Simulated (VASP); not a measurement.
Wanted: the native input for a VASP 6.6.1 run.

* Task: relaxation of cell and atoms
* Functional: PBE
* Potentials or basis: VASP PAW PBE potentials, release 64 (Li_sv, F)
* Cutoff: 600 eV
* k mesh: 10 × 10 × 10
* Occupations: gaussian, width 0.02 eV
* Spin: no spin polarisation
* Dipole correction: no
* Further INCAR settings: ALGO = Normal; EDIFF = 1e-06; IBRION = 2; EDIFFG = -0.01; NSW = 100; ISIF = 3

The structure of LiF lies in POSCAR:

```
LiF
1.0
   -1.8406191536      1.8406191536      5.0688811719
    1.8406191536     -1.8406191536      5.0688811719
    1.8406191536      1.8406191536     -5.0688811719
Li F
2 2
Direct
    0.7500000000      0.2500000000      0.5000000000
    0.2500000000      0.7500000000      0.5000000000
    0.2952992740      0.2952992740      0.0000000000
    0.7047007260      0.7047007260      0.0000000000
```

The cell was built from a structure type or drawn by symmetry, and may not be a known phase.

One way to write it, as run:

INCAR

```
SYSTEM = LiF
PREC = Accurate
ENCUT = 600
EDIFF = 1E-6
ISMEAR = 0
SIGMA = 0.02
LREAL = .False.
LASPH = .True.
NELM = 100
ALGO = Normal
ISIF = 3
LWAVE = .False.
LCHARG = .False.
GGA = PE
IBRION = 2
NSW = 100
EDIFFG = -0.01
```

KPOINTS

```
regular mesh
0
Gamma
  10 10 10
  0 0 0
```

Potentials or basis: VASP PAW PBE potentials, release 64 (Li_sv, F).

Command:

```sh
$ cat potpaw_PBE.64/Li_sv/POTCAR potpaw_PBE.64/F/POTCAR > POTCAR
$ mpirun -np 1 vasp_std > vasp.out
```

Results of the run:

```json
{"Relaxed volume": "15.20 Å³/atom", "Relaxed cell": "a = 5.195 Å, b = 5.195 Å, c = 5.195 Å, α = 138.55°, β = 138.55°, γ = 60.06°", "Space group after relaxing (to 0.1 Å)": "I4/mmm (No. 139)", "Energy gained by relaxing": "3.0 meV/atom", "Ionic steps": "19", "Pressure after relaxing": "-0.1 GPa", "Band gap on the k mesh": "6.49 eV (least direct gap 6.73 eV)"}
```

Caveat: the cutoff is under 1.25 times the usual one of these potentials, so pressure, stress and relaxed cells hold a basis-set (Pulay) error.

Wall time 29 min on 1 thread of AMD EPYC 7R13 Processor (Zen 3), on a shared host, peak memory 0.36 GiB.
